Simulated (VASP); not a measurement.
# GeSO (I4/mmm) in VASP: single point with r2SCAN

Aim: the single point of GeSO with r2SCAN.

All numbers are computed with VASP 6.6.1; they aren't measurements. Logs are shortened: lines on timing, memory, paths and dates and some standing lists are left out, and cuts for length are marked.

## 1. The cell of the first run

It takes space group I4/mmm (No. 139, tetragonal). Conventional cell: a = 4.678 Å, b = 4.678 Å, c = 8.702 Å, α = 90.00°, β = 90.00°, γ = 90.00°. Ge (site symmetry mmm) has 4 O at 2.63 Å and 4 S at 2.80 Å and 4 Ge at 3.31 Å within 3.5 Å. O (site symmetry 4mm) has 1 S at 1.62 Å within 2.2 Å. S (site symmetry 4mm) has 1 O at 1.62 Å within 2.2 Å.

## 2. Single point, r2SCAN

File POSCAR:

```
GeSO
1.0
    0.0000000000      4.6782442684      0.0000001536
    4.6782442684      0.0000000000      0.0000001536
    2.3391222771      2.3391222771     -4.3512248824
Ge O S
2 2 2
Direct
    0.5000000000      0.0000000000      0.0000000000
    0.0000000000      0.5000000000      0.0000000000
    0.1381821919      0.1381821919      0.7236356163
    0.8618178081      0.8618178081      0.2763643837
    0.3238312646      0.3238312646      0.3523374708
    0.6761687354      0.6761687354      0.6476625292
```

File INCAR.step1:

```
SYSTEM = GeSO
PREC = Accurate
ENCUT = 520
ISMEAR = -1
SIGMA = 0.1
LREAL = .False.
LASPH = .True.
NELM = 80
NBANDS = 35
GGA = PE
ALGO = Normal
EDIFF = 1E-4
LWAVE = .True.
LCHARG = .False.
```

File INCAR.step2:

```
SYSTEM = GeSO
PREC = Accurate
ENCUT = 520
EDIFF = 1E-7
ISMEAR = -1
SIGMA = 0.1
LREAL = .False.
LASPH = .True.
NELM = 80
ALGO = Normal
ISIF = 2
LWAVE = .False.
LCHARG = .False.
METAGGA = R2SCAN
LMIXTAU = .True.
NBANDS = 35
ISTART = 1
```

File KPOINTS:

```
regular mesh
0
Gamma
  7 7 7
  0 0 0
```

Potentials or basis: VASP PAW PBE potentials, release 64 (Ge_d, O, S).

Command:

```bash
> cat potpaw_PBE.64/Ge_d/POTCAR potpaw_PBE.64/O/POTCAR potpaw_PBE.64/S/POTCAR > POTCAR
> cp INCAR.step1 INCAR
> mpirun -np 1 vasp_std > vasp.out
> cp INCAR.step2 INCAR
> mpirun -np 1 vasp_std > vasp.out
```

OUTCAR:

```text
SYSTEM = GeSO
   PREC = Accurate
   ENCUT = 520
   EDIFF = 1E-7
   ISMEAR = -1
   LREAL = .False.
   LASPH = .True.
   NELM = 80
   ISIF = 2
   METAGGA = R2SCAN
   ISTART = 1

 ion  position               nearest neighbor table
   1  0.500  0.000  0.000-   6 2.80   5 2.80   6 2.80   5 2.80
   2  0.000  0.500  0.000-   6 2.80   5 2.80   6 2.80   5 2.80
   3  0.138  0.138  0.724-   5 1.62
   4  0.862  0.862  0.276-   6 1.62
   5  0.324  0.324  0.352-   3 1.62   1 2.80   2 2.80   2 2.80   1 2.80
   6  0.676  0.676  0.648-   4 1.62   1 2.80   2 2.80   2 2.80   1 2.80

  LATTYP: Found a body centered tetragonal cell.
 ALAT       =     4.6782442684
 C/A-ratio  =     1.8601957428

  Lattice vectors:

 A1 = (  -2.3391222771,   2.3391219913,   4.3512250360)
 A2 = (   2.3391219913,  -2.3391222771,   4.3512250360)
 A3 = (   2.3391222771,   2.3391222771,  -4.3512248824)

Analysis of symmetry for initial positions (statically):
=====================================================================
 Subroutine PRICEL returns:
 Original cell was already a primitive cell.

 Routine SETGRP: Setting up the symmetry group for a
 body centered tetragonal supercell.

 Subroutine GETGRP returns: Found 16 space group operations
 (whereof 16 operations were pure point group operations)
 out of a pool of 16 trial point group operations.

The static configuration has the point symmetry D_4h.

Analysis of symmetry for dynamics (positions and initial velocities):
=====================================================================
 Subroutine PRICEL returns:
 Original cell was already a primitive cell.

 Routine SETGRP: Setting up the symmetry group for a
 body centered tetragonal supercell.

 Subroutine GETGRP returns: Found 16 space group operations
 (whereof 16 operations were pure point group operations)
 out of a pool of 16 trial point group operations.

The dynamic configuration has the point symmetry D_4h.

 Subroutine INISYM returns: Found 16 space group operations
 (whereof 16 operations are pure point group operations),
 and found     1 'primitive' translations

----------------------------------------------------------------------------------------

                                     Primitive cell

  volume of cell :      95.2308

  direct lattice vectors                    reciprocal lattice vectors
     0.000000000  4.678244268  0.000000154    -0.000000004  0.213755402  0.114910175
     4.678244268  0.000000000  0.000000154     0.213755402 -0.000000004  0.114910175
     2.339122277  2.339122277 -4.351224882     0.000000008  0.000000008 -0.229820336

  length of vectors
     4.678244268  4.678244268  5.465907430     0.242684404  0.242684404  0.229820336

  position of ions in fractional coordinates (direct lattice)
     0.500000000  0.000000000  0.000000000
     0.000000000  0.500000000  0.000000000
     0.138182192  0.138182192  0.723635616
     0.861817808  0.861817808  0.276364384
     0.323831265  0.323831265  0.352337471
     0.676168735  0.676168735  0.647662529

  ion indices of the primitive-cell ions
   primitive index   ion index
                 1           1
                 2           2
                 3           3
                 4           4
                 5           5
                 6           6

----------------------------------------------------------------------------------------

 KPOINTS: regular mesh

Automatic generation of k-mesh.
 Grid dimensions read from file:
 generate k-points for:    7    7    7

 Generating k-lattice:

  Cartesian coordinates                     Fractional coordinates (reciprocal lattice)
    -0.000000001  0.030536486  0.016415739     0.142857143  0.000000000 -0.000000000
     0.030536486 -0.000000001  0.016415739     0.000000000  0.142857143 -0.000000000
     0.000000001  0.000000001 -0.032831477     0.000000000  0.000000000  0.142857143

  Length of vectors
     0.034669201  0.034669201  0.032831477

  Shift w.r.t. Gamma in fractional coordinates (k-lattice)
     0.000000000  0.000000000  0.000000000

 Subroutine IBZKPT returns following result:
 ===========================================

 Found     40 irreducible k-points:

 Following reciprocal coordinates:
            Coordinates               Weight
  0.000000  0.000000  0.000000      1.000000
  0.142857  0.000000  0.000000      8.000000
  0.285714  0.000000  0.000000      8.000000
  0.428571  0.000000  0.000000      8.000000
  0.142857  0.142857  0.000000      8.000000
  0.285714  0.142857 -0.000000     16.000000
[... 16 lines left out ...]
  0.285714  0.285714  0.142857      8.000000
  0.428571  0.285714  0.142857     16.000000
 [... further k-points ...]
   k-points           NKPTS =     40   k-points in BZ     NKDIM =     40   number of bands    NBANDS=     35
   number of dos      NEDOS =    301   number of ions     NIONS =      6
   total plane-waves  NPLWV =  54432
   dimension x,y,z NGX =    36 NGY =   36 NGZ =   42
   dimension x,y,z NGXF=    72 NGYF=   72 NGZF=   84
   ions per type =               2   2   2
   NGX,Y,Z   is equivalent  to a cutoff of  12.79, 12.79, 12.77 a.u.
   NGXF,Y,Z  is equivalent  to a cutoff of  25.59, 25.59, 25.55 a.u.
 SYSTEM =  GeSO
   PREC   = accura    normal or accurate (medium, high low for compatibility)
   ISTART =      1    job   : 0-new  1-cont  2-samecut
   ICHARG =      0    charge: 1-file 2-atom 10-const
   ISPIN  =      1    spin polarized calculation?
   LNONCOLLINEAR =      F non collinear calculations
   LSORBIT =      F    spin-orbit coupling
   LASPH  =      T    aspherical Exc in radial PAW
   ENCUT  =  520.0 eV  38.22 Ry    6.18 a.u.   8.70  8.70 10.16*2*pi/ulx,y,z
   NELM   =     80;   NELMIN=  2; NELMDL=  0     # of ELM steps
   EDIFF  = 0.1E-06   stopping-criterion for ELM
   LREAL  =      F    real-space projection
   EDIFFG = 0.1E-05   stopping-criterion for IOM
   NSW    =      0    number of steps for IOM
   IBRION =     -1    ionic relax: 0-MD 1-quasi-New 2-CG
   NFREE  =      0    steps in history (QN), initial steepest desc. (CG)
   ISIF   =      2    stress and relaxation
   ISYM   =      2    0-nonsym 1-usesym 2-fastsym
   POTIM  = 0.5000    time-step for ionic-motion
   TEBEG  =    0.0;   TEEND  =   0.0 temperature during run
   PSTRESS=    0.0 pullay stress
   NELECT =      52.0000    total number of electrons
   NUPDOWN=      -1.0000    fix difference up-down
   EMIN   =  10.00;   EMAX   =-10.00  energy-range for DOS
   EFERMI =   0.00;   METHOD = LEGACY
   ISMEAR =    -1;   SIGMA  =   0.10  broadening in eV -4-tet -1-fermi 0-gaus
   EFERMI_NEDOS =   21; number of points for ismear=-14 and -15
   IALGO  =     38    algorithm
   IMIX   =      4    mixing-type and parameters
     AMIX     =   0.40;   BMIX     =  1.00
     AMIX_MAG =   1.60;   BMIX_MAG =  1.00
  volume/ion in A,a.u.               =      15.87       107.11
  Fermi-wavevector in a.u.,A,eV,Ry     =   1.338084  2.528613 24.360821  1.790470
  Thomas-Fermi vector in A             =   2.466582
   LORBIT       =      0    0 simple, 1 ext, 2 COOP (PROOUT), +10 PAW based schemes
   METAGGA = R2SCAN    functional components
   LHFCALC =     F    Hartree Fock is set to
   AEXX    =    0.0000 exact exchange contribution
   IVDW    =     0    specifies the selected vdW correction
   LEPSILON=     F    determine dielectric tensor
   LRPA    =     F    only Hartree local field effects (RPA)
 non-spin polarized calculation
  energy-cutoff  :      520.00
  volume of cell :       95.23
 maximum number of plane-waves:      2592
   NGX = 17   NGY = 17   NGZ = 21

 number of electron      51.9999996 magnetization

 Free energy of the ion-electron system (eV)
  ---------------------------------------------------
  ext. energy  EPLUGINS =         0.00000000
  ---------------------------------------------------
  free energy    TOTEN  =       -56.42864619 eV

  energy without entropy =      -56.40679202  energy(sigma->0) =      -56.41771910

 E-fermi :   5.7496     XC(G=0): -11.1709

 val. band max:        5.7363320682   @ k =  -0.4286   0.4286   0.1429
 cond. band min:       5.8698738003   @ k =   0.1429   0.0000   0.0000
 fundamental gap:      0.1335417321
 Fermi energy:         5.7496254319

 k-point     1 :       0.0000    0.0000    0.0000
  band No.  band energies     occupation
      1     -20.5222      2.00000
      2     -20.5051      2.00000
      3     -20.4947      2.00000
      4     -20.4947      2.00000
      5     -20.4943      2.00000
      6     -20.4581      2.00000
[... 27 lines left out ...]
     34      11.2709      0.00000
     35      12.1837      0.00000

 k-point     2 :       0.1429    0.0000    0.0000
  band No.  band energies     occupation
      1     -20.5205      2.00000
      2     -20.5026      2.00000
      3     -20.4954      2.00000
      4     -20.4952      2.00000
      5     -20.4946      2.00000
      6     -20.4566      2.00000
[... 27 lines left out ...]
     34      11.9859      0.00000
     35      12.1773      0.00000

 k-point     3 :       0.2857    0.0000    0.0000
  band No.  band energies     occupation
      1     -20.5161      2.00000
      2     -20.4985      2.00000
      3     -20.4963      2.00000
      4     -20.4955      2.00000
      5     -20.4942      2.00000
      6     -20.4629      2.00000
[... 27 lines left out ...]
     34      11.6132      0.00000
     35      13.6964      0.00000
[... 723 lines left out ...]
 k-point    23 :       0.2857    0.2857    0.1429
  band No.  band energies     occupation
      1     -20.5127      2.00000
      2     -20.5022      2.00000
      3     -20.5014      2.00000
      4     -20.4900      2.00000
      5     -20.4898      2.00000
      6     -20.4700      2.00000
[... 27 lines left out ...]
     34      11.3653      0.00000
     35      14.3848      0.00000

 k-point    24 :       0.4286    0.2857    0.1429
  band No.  band energies     occupation
      1     -20.5092      2.00000
      2     -20.5050      2.00000
      3     -20.5041      2.00000
      4     -20.4890      2.00000
      5     -20.4837      2.00000
      6     -20.4767      2.00000
[... 27 lines left out ...]
     34      11.1703      0.00000
     35      14.0110      0.00000

 [... further k-points ...]

------------------------ aborting loop because EDIFF is reached ----------------------------------------

  FORCE on cell =-STRESS in cart. coord.  units (eV):
  Direction    XX          YY          ZZ          XY          YZ          ZX
  --------------------------------------------------------------------------------------
  -------------------------------------------------------------------------------------
  Total       -0.1579598     -0.1579598     -0.0581342      0.0000000     -0.0000000     -0.0000000
  in kB       -2.6575399     -2.6575399     -0.9780585      0.0000000     -0.0000001     -0.0000001
  external PRESSURE =      -2.0977128 kB  Pullay stress =       0.0000000 kB

 VOLUME and BASIS-vectors are now :
 -----------------------------------------------------------------------------
  energy-cutoff  :      520.00
  volume of cell :       95.23
      direct lattice vectors                 reciprocal lattice vectors
     0.000000000  4.678244268  0.000000154    -0.000000004  0.213755402  0.114910175
     4.678244268  0.000000000  0.000000154     0.213755402 -0.000000004  0.114910175
     2.339122277  2.339122277 -4.351224882     0.000000008  0.000000008 -0.229820336

 POSITION                                       TOTAL-FORCE (eV/Angst)
 -----------------------------------------------------------------------------------
      0.00000      2.33912      0.00000         0.000000     -0.000000      0.000000
      2.33912      0.00000      0.00000         0.000000      0.000000      0.000000
      2.33912      2.33912     -3.14870         0.000000      0.000000     -0.028662
      4.67824      4.67824     -1.20252        -0.000000     -0.000000      0.028662
      2.33912      2.33912     -1.53310        -0.000000     -0.000000      0.011052
      4.67824      4.67824     -2.81813         0.000000      0.000000     -0.011052
 -----------------------------------------------------------------------------------
    total drift:                               -0.000000     -0.000000      0.000000

  FREE ENERGIE OF THE ION-ELECTRON SYSTEM (eV)
  ---------------------------------------------------
  free  energy   TOTEN  =       -56.4286461851 eV

  energy  without entropy=      -56.4067920156  energy(sigma->0) =      -56.41771910
```

Run time: 6.1 min. Hardware: 1 thread of Intel Xeon Platinum 8124M at 3.00GHz (Skylake/Cascade Lake), shared host; peak memory 0.31 GiB.

What came out:

```
Free energy            : -56.4286 eV
Pressure               : -0.2 GPa
Largest force          : 0.029 eV/Å
Band gap on the k mesh : zero (bands 26 and 27 overlap by 0.35 eV)
```

Forces in eV/Å, atoms in the order of the input:
```
Ge   0.000  0.000  0.000
Ge   0.000  0.000  0.000
O    0.000  0.000 -0.029
O    0.000  0.000  0.029
S    0.000  0.000  0.011
S    0.000  0.000 -0.011
```

Levels at points of the mesh, in eV from the Fermi level:
```
           k point  band 22  band 23  band 24  band 25  band 26  band 27  band 28  band 29  band 30  band 31
(0.00, 0.00, 0.00)    -4.71    -4.71    -4.16    -0.90    -0.90    -0.36     0.62     2.00     4.08     4.08
```

Caveat: the PAW data sets were made with another functional, which shifts forces and pressure a little.
